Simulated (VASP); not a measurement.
# Ge (Fd-3m) in VASP: further runs

The runs below take Ge through electric field gradients, with PBE, r2SCAN.

All numbers are computed with VASP 6.6.1; they aren't measurements. Logs are shortened: lines on timing, memory, paths and dates and some standing lists are left out, and cuts for length are marked.

## Step 1: The cell of the first run

Symmetry: Fd-3m, No. 227, cubic system. The conventional cell has a = 5.657 Å, b = 5.657 Å, c = 5.657 Å, α = 90.00°, β = 90.00°, γ = 90.00°. Within 3.2 Å of Ge (site symmetry -43m) lie 4 Ge at 2.45 Å.

## Step 2: Electric field gradients, PBE

The input, INCAR:

```
SYSTEM = Ge
ALGO = Normal
EDIFF = 1E-8
ENCUT = 520
GGA = PE
ISIF = 2
ISMEAR = -1
LASPH = .True.
LCHARG = .False.
LEFG = .True.
LREAL = .False.
LWAVE = .False.
NBANDS = 21
NELM = 60
PREC = Accurate
SIGMA = 0.02
```

The input, KPOINTS:

```
k-points
0
Gamma
  13 13 13
  0 0 0
```

The input, POSCAR:

```
Ge
1.0
    0.0000000000      2.8286750000      2.8286750000
    2.8286750000      0.0000000000      2.8286750000
    2.8286750000      2.8286750000      0.0000000000
Ge
2
Direct
    0.0000000000      0.0000000000      0.0000000000
    0.2500000000      0.2500000000      0.2500000000
```

Potentials or basis: VASP PAW PBE potentials, release 64 (Ge_d).

Run with:

```
$ cat potpaw_PBE.64/Ge_d/POTCAR > POTCAR
$ mpirun -np 1 vasp_std > vasp.out
```

OUTCAR:

```text
SYSTEM = Ge
   EDIFF = 1E-8
   ENCUT = 520
   GGA = PE
   ISIF = 2
   ISMEAR = -1
   LASPH = .True.
   LREAL = .False.
   NELM = 60
   PREC = Accurate

 ion  position               nearest neighbor table
   1  0.000  0.000  0.000-   2 2.45   2 2.45   2 2.45   2 2.45
   2  0.250  0.250  0.250-   1 2.45   1 2.45   1 2.45   1 2.45

  LATTYP: Found a face centered cubic cell.
 ALAT       =     5.6573500000

  Lattice vectors:

 A1 = (   0.0000000000,   2.8286750000,   2.8286750000)
 A2 = (   2.8286750000,   0.0000000000,   2.8286750000)
 A3 = (   2.8286750000,   2.8286750000,   0.0000000000)

Analysis of symmetry for initial positions (statically):
=====================================================================
 Subroutine PRICEL returns:
 Original cell was already a primitive cell.

 Routine SETGRP: Setting up the symmetry group for a
 face centered cubic supercell.

 Subroutine GETGRP returns: Found 48 space group operations
 (whereof 24 operations were pure point group operations)
 out of a pool of 48 trial point group operations.

The static configuration has the point symmetry T_d .
 The point group associated with its full space group is O_h .

Analysis of symmetry for dynamics (positions and initial velocities):
=====================================================================
 Subroutine PRICEL returns:
 Original cell was already a primitive cell.

 Routine SETGRP: Setting up the symmetry group for a
 face centered cubic supercell.

 Subroutine GETGRP returns: Found 48 space group operations
 (whereof 24 operations were pure point group operations)
 out of a pool of 48 trial point group operations.

The dynamic configuration has the point symmetry T_d .
 The point group associated with its full space group is O_h .

 Subroutine INISYM returns: Found 48 space group operations
 (whereof 24 operations are pure point group operations),
 and found     1 'primitive' translations

----------------------------------------------------------------------------------------

                                     Primitive cell

  volume of cell :      45.2667

  direct lattice vectors                    reciprocal lattice vectors
     0.000000000  2.828675000  2.828675000    -0.176761204  0.176761204  0.176761204
     2.828675000  0.000000000  2.828675000     0.176761204 -0.176761204  0.176761204
     2.828675000  2.828675000  0.000000000     0.176761204  0.176761204 -0.176761204

  length of vectors
     4.000350549  4.000350549  4.000350549     0.306159387  0.306159387  0.306159387

  position of ions in fractional coordinates (direct lattice)
     0.000000000  0.000000000  0.000000000
     0.250000000  0.250000000  0.250000000

  ion indices of the primitive-cell ions
   primitive index   ion index
                 1           1
                 2           2

----------------------------------------------------------------------------------------

 KPOINTS: k-points

Automatic generation of k-mesh.
 Grid dimensions read from file:
 generate k-points for:   13   13   13

 Generating k-lattice:

  Cartesian coordinates                     Fractional coordinates (reciprocal lattice)
    -0.013597016  0.013597016  0.013597016     0.076923077  0.000000000  0.000000000
     0.013597016 -0.013597016  0.013597016     0.000000000  0.076923077  0.000000000
     0.013597016  0.013597016 -0.013597016     0.000000000  0.000000000  0.076923077

  Length of vectors
     0.023550722  0.023550722  0.023550722

  Shift w.r.t. Gamma in fractional coordinates (k-lattice)
     0.000000000  0.000000000  0.000000000

 Subroutine IBZKPT returns following result:
 ===========================================

 Found     84 irreducible k-points:

 Following reciprocal coordinates:
            Coordinates               Weight
  0.000000  0.000000  0.000000      1.000000
  0.076923  0.000000  0.000000      8.000000
  0.153846  0.000000  0.000000      8.000000
  0.230769  0.000000  0.000000      8.000000
  0.307692  0.000000  0.000000      8.000000
  0.384615  0.000000  0.000000      8.000000
[... 16 lines left out ...]
  0.384615  0.153846  0.000000     24.000000
  0.461538  0.153846  0.000000     24.000000
 [... further k-points ...]
   k-points           NKPTS =     84   k-points in BZ     NKDIM =     84   number of bands    NBANDS=     21
   number of dos      NEDOS =    301   number of ions     NIONS =      2
   total plane-waves  NPLWV =  27000
   dimension x,y,z NGX =    30 NGY =   30 NGZ =   30
   dimension x,y,z NGXF=    60 NGYF=   60 NGZF=   60
   ions per type =               2
   NGX,Y,Z   is equivalent  to a cutoff of  12.47, 12.47, 12.47 a.u.
   NGXF,Y,Z  is equivalent  to a cutoff of  24.93, 24.93, 24.93 a.u.
 SYSTEM =  Ge
   PREC   = accura    normal or accurate (medium, high low for compatibility)
   ISTART =      0    job   : 0-new  1-cont  2-samecut
   ICHARG =      2    charge: 1-file 2-atom 10-const
   ISPIN  =      1    spin polarized calculation?
   LNONCOLLINEAR =      F non collinear calculations
   LSORBIT =      F    spin-orbit coupling
   LASPH  =      T    aspherical Exc in radial PAW
   ENCUT  =  520.0 eV  38.22 Ry    6.18 a.u.   7.44  7.44  7.44*2*pi/ulx,y,z
   NELM   =     60;   NELMIN=  2; NELMDL= -5     # of ELM steps
   EDIFF  = 0.1E-07   stopping-criterion for ELM
   LREAL  =      F    real-space projection
   EDIFFG = 0.1E-06   stopping-criterion for IOM
   NSW    =      0    number of steps for IOM
   IBRION =     -1    ionic relax: 0-MD 1-quasi-New 2-CG
   NFREE  =      0    steps in history (QN), initial steepest desc. (CG)
   ISIF   =      2    stress and relaxation
   ISYM   =      2    0-nonsym 1-usesym 2-fastsym
   POTIM  = 0.5000    time-step for ionic-motion
   TEBEG  =    0.0;   TEEND  =   0.0 temperature during run
   PSTRESS=    0.0 pullay stress
   NELECT =      28.0000    total number of electrons
   NUPDOWN=      -1.0000    fix difference up-down
   EMIN   =  10.00;   EMAX   =-10.00  energy-range for DOS
   EFERMI =   0.00;   METHOD = LEGACY
   ISMEAR =    -1;   SIGMA  =   0.02  broadening in eV -4-tet -1-fermi 0-gaus
   EFERMI_NEDOS =   21; number of points for ismear=-14 and -15
   IALGO  =     38    algorithm
   IMIX   =      4    mixing-type and parameters
     AMIX     =   0.40;   BMIX     =  1.00
     AMIX_MAG =   1.60;   BMIX_MAG =  1.00
  volume/ion in A,a.u.               =      22.63       152.74
  Fermi-wavevector in a.u.,A,eV,Ry     =   1.394872  2.635926 26.472431  1.945669
  Thomas-Fermi vector in A             =   2.518379
   LORBIT       =      0    0 simple, 1 ext, 2 COOP (PROOUT), +10 PAW based schemes
   GGA     = PE    functional components
   LHFCALC =     F    Hartree Fock is set to
   AEXX    =    0.0000 exact exchange contribution
   IVDW    =     0    specifies the selected vdW correction
   LEPSILON=     F    determine dielectric tensor
   LRPA    =     F    only Hartree local field effects (RPA)
 non-spin polarized calculation
  energy-cutoff  :      520.00
  volume of cell :       45.27
 maximum number of plane-waves:      1243
 NGX is ok and might be reduce to    30
   NGX = 15   NGY = 15   NGZ = 15

 number of electron      28.0000022 magnetization

 Free energy of the ion-electron system (eV)
  ---------------------------------------------------
  ext. energy  EPLUGINS =         0.00000000
  ---------------------------------------------------
  free energy    TOTEN  =        -9.00911539 eV

  energy without entropy =       -9.00907816  energy(sigma->0) =       -9.00909678

 E-fermi :   5.0283     XC(G=0):  -9.9261

 val. band max:        4.9942848038   @ k =   0.0000   0.0000   0.0000
 cond. band min:       5.0310098525   @ k =   0.0000   0.0000   0.0000
 fundamental gap:      0.0367250487
 Fermi energy:         5.0282644855

 k-point     1 :       0.0000    0.0000    0.0000
  band No.  band energies     occupation
      1     -19.8213      2.00000
      2     -19.8213      2.00000
      3     -19.8213      2.00000
      4     -19.7851      2.00000
      5     -19.7851      2.00000
      6     -19.5744      2.00000
[... 13 lines left out ...]
     20      14.4781      0.00000
     21      14.4781      0.00000
[... 529 lines left out ...]
 k-point    24 :       0.4615    0.1538    0.0000
  band No.  band energies     occupation
      1     -19.8599      2.00000
      2     -19.8473      2.00000
      3     -19.7922      2.00000
      4     -19.7352      2.00000
      5     -19.7223      2.00000
      6     -19.6446      2.00000
[... 13 lines left out ...]
     20      16.0430      0.00000
     21      16.5269      0.00000

 [... further k-points ...]

------------------------ aborting loop because EDIFF is reached ----------------------------------------

  FORCE on cell =-STRESS in cart. coord.  units (eV):
  Direction    XX          YY          ZZ          XY          YZ          ZX
  --------------------------------------------------------------------------------------
  -------------------------------------------------------------------------------------
  Total        1.0169272      1.0169272      1.0169272      0.0000000      0.0000000      0.0000000
  in kB       35.9932691     35.9932691     35.9932691      0.0000000      0.0000000      0.0000000
  external PRESSURE =      35.9932691 kB  Pullay stress =       0.0000000 kB

 VOLUME and BASIS-vectors are now :
 -----------------------------------------------------------------------------
  energy-cutoff  :      520.00
  volume of cell :       45.27
      direct lattice vectors                 reciprocal lattice vectors
     0.000000000  2.828675000  2.828675000    -0.176761204  0.176761204  0.176761204
     2.828675000  0.000000000  2.828675000     0.176761204 -0.176761204  0.176761204
     2.828675000  2.828675000  0.000000000     0.176761204  0.176761204 -0.176761204

 POSITION                                       TOTAL-FORCE (eV/Angst)
 -----------------------------------------------------------------------------------
      0.00000      0.00000      0.00000        -0.000000     -0.000000     -0.000000
      1.41434      1.41434      1.41434         0.000000      0.000000      0.000000
 -----------------------------------------------------------------------------------
    total drift:                                0.000000      0.000000      0.000000

  FREE ENERGIE OF THE ION-ELECTRON SYSTEM (eV)
  ---------------------------------------------------
  free  energy   TOTEN  =        -9.0091153887 eV

  energy  without entropy=       -9.0090781640  energy(sigma->0) =       -9.00909678

 Electric field gradients (V/A^2)
---------------------------------------------------------------------
 ion       V_xx      V_yy      V_zz      V_xy      V_xz      V_yz
---------------------------------------------------------------------
   1       0.000    -0.000     0.000     0.004     0.004     0.004
   2       0.000    -0.000     0.000     0.004     0.004     0.004
---------------------------------------------------------------------

 Electric field gradients after diagonalization (V/A^2)
 (convention: |V_zz| > |V_xx| > |V_yy|)
----------------------------------------------------------------------
 ion       V_xx      V_yy      V_zz     asymmetry (V_yy - V_xx)/ V_zz
----------------------------------------------------------------------
   1      -0.004    -0.004     0.007       0.000
   2      -0.004    -0.004     0.007       0.000
----------------------------------------------------------------------

           NMR quadrupolar parameters

 Cq : quadrupolar parameter    Cq=e*Q*V_zz/h
 eta: asymmetry parameters     (V_yy - V_xx)/ V_zz
 Q  : nuclear electric quadrupole moment in mb (millibarn)
----------------------------------------------------------------------
 ion       Cq(MHz)       eta       Q (mb)
----------------------------------------------------------------------
   1       0.000       0.000       1.000
   2       0.000       0.000       1.000
----------------------------------------------------------------------
```

It took 3.2 min on 1 thread of AMD EPYC 7R13, shared host; peak memory 0.17 GiB.

What came out:

| Item | Value |
| --- | --- |
| Free energy | -9.0091 eV |
| Pressure | 3.6 GPa |
| Band gap on the k mesh | 0.04 eV, direct |

Levels at points of the mesh, in eV from the valence-band top:
| k point | band 12 | band 13 | band 14 | band 15 | band 16 | band 17 |
| --- | --- | --- | --- | --- | --- | --- |
| (0.00, 0.00, 0.00) | 0.00 | 0.00 | 0.00 | 0.04 | 2.55 | 2.55 |

Caveat: without QUAD_EFG the Cq values of the log hold for a quadrupole moment of 1 mb, not for the nuclei. A k mesh can miss the band edges.

(Continued in part 2 of 2.)
